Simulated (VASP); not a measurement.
A run of VASP 6.6.1 is set up as follows.

INCAR

```
PREC = Accurate
ENCUT = 500
EDIFF = 1E-6
ISMEAR = 0
SIGMA = 0.1
LREAL = F
LASPH = T
NELM = 200
ALGO = Normal
ISIF = 2
LWAVE = F
LCHARG = T
ISPIN = 2
MAGMOM = 0.51
LORBIT = 11
LMAXMIX = 4
LDAU = T
LDAUTYPE = 2
LDAUL = 2
LDAUU = 0.61
LDAUJ = 0
LDAUPRINT = 1
GGA = PE
LELF = T
LVHAR = T
NBANDS = 16
GGA_COMPAT = F
```

File KPOINTS:

```
Automatic mesh
0
Gamma
  4 4 4
```

The input POSCAR:

```
V
1.0
   -1.5130000000      1.5130000000      1.5130000000
    1.5130000000     -1.5130000000      1.5130000000
    1.5130000000      1.5130000000     -1.5130000000
V
1
Direct
    0.0000000000      0.0000000000      0.0000000000
```

Potentials or basis: VASP PAW PBE potentials, release 64 (V_sv).

The run is started by

```sh
$ cat potpaw_PBE.64/V_sv/POTCAR > POTCAR
$ mpirun -np 1 vasp_std > vasp.out
```

Question: Predict the pressure.

Answer: -4.4 GPa.

Question: Estimate the net moment.

Answer: 0.00 μB per cell.

Eigenvalues of the final occupation matrices:
```tsv
site	spin	trace	eigenvalues
site 1 d	1	1.53	0.27 0.27 0.33 0.33 0.33
site 1 d	2	1.53	0.27 0.27 0.33 0.33 0.33
```

Caveat: the k points lie up to 0.73 Å⁻¹ apart; the U is typed as a test and isn't derived for this compound. The state reached can hang on the start; a lower one may exist.
